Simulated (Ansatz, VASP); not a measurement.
Two plane-wave programs on Sn3Ge2

```xyz
5
Lattice="1.7137 0.9894 12.3449 -1.7137 0.9894 12.3449 0.0000 -1.9788 12.3449" Properties=species:S:1:pos:R:3 pbc="T T T"
Sn    0.0000    0.0000    7.6761
Sn    0.0000    0.0000   29.3587
Sn    0.0000    0.0000    0.0000
Ge    0.0000    0.0000   14.7470
Ge    0.0000    0.0000   22.2879
```

Alike in both runs: functional PBE; k mesh 6 × 6 × 6; occupations gaussian, width 0.1 eV; no spin polarisation.

Ansatz relaxed the structure, and its values are those at the end. VASP's run is a single point on that final structure, the one shown.

```csv
,VASP,Ansatz
version,VASP 6.6.1,Ansatz 0.2.0
potentials or method,"VASP PAW PBE potentials, release 64 (Sn_d, Ge_d), cutoff 520 eV","scalar-relativistic, plane waves, PAW"
valence electrons in the cell,70,70
```

|  | VASP | Ansatz | Ansatz less VASP |
| --- | --- | --- | --- |
| gap on the k mesh at the Fermi level (eV) | none | none | - |
| pressure (GPa) | -0.2 | -0.1 | +0.02 |
| rms of the force components (eV/Å) | 0.016 | 0.015 | -0.0010 |

A gap of «none» marks a metal or a gap that the smearing closes. With one functional, cell and mesh, what is left measures potentials, basis and numerics.
